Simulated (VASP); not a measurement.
HoO, 2 atoms in the cell. Symmetry: Pm-3m, No. 221, cubic system. Conventional cell: a = 3.281 Å, b = 3.281 Å, c = 3.281 Å, α = 90.00°, β = 90.00°, γ = 90.00°. Ho (site symmetry m-3m) has 8 O at 2.84 Å and 6 Ho at 3.28 Å within 3.7 Å. Within 3.7 Å of O (site symmetry m-3m) lie 8 Ho at 2.84 Å and 6 O at 3.28 Å. The cell was built from a structure type or drawn by symmetry, and may not be a known phase.

| Property | Result |
| --- | --- |
| Program | VASP 6.6.1 |
| Task | single point |
| Functional | PBE |
| Potentials or basis | VASP PAW PBE potentials, release 64 (Ho_3, O), 4f in core |
| Cutoff | 600 eV |
| k mesh | 6 × 6 × 6 |
| Occupations | gaussian, width 0.1 eV |
| Spin | no spin polarisation |
| Dipole correction | no |
| Mended | yes |
| Further INCAR settings | ALGO = Normal; EDIFF = 1e-06; NBANDS = 14 |

Potentials or basis: VASP PAW PBE potentials, release 64 (Ho_3, O), 4f in core.

Launch:

```bash
$ cat potpaw_PBE.64/Ho_3/POTCAR potpaw_PBE.64/O/POTCAR > POTCAR
$ mpirun -np 1 vasp_std > vasp.out
```

Hardware: 1 thread of Intel(R) Xeon(R) Platinum 8488C (Sapphire Rapids), with other jobs on the host.

Q: How long does it take, and how much memory?

A: Wall time 9 s on 1 thread of Intel(R) Xeon(R) Platinum 8488C (Sapphire Rapids), on a shared host, peak memory 0.16 GiB. Counts: scf iterations 13, k points 20.
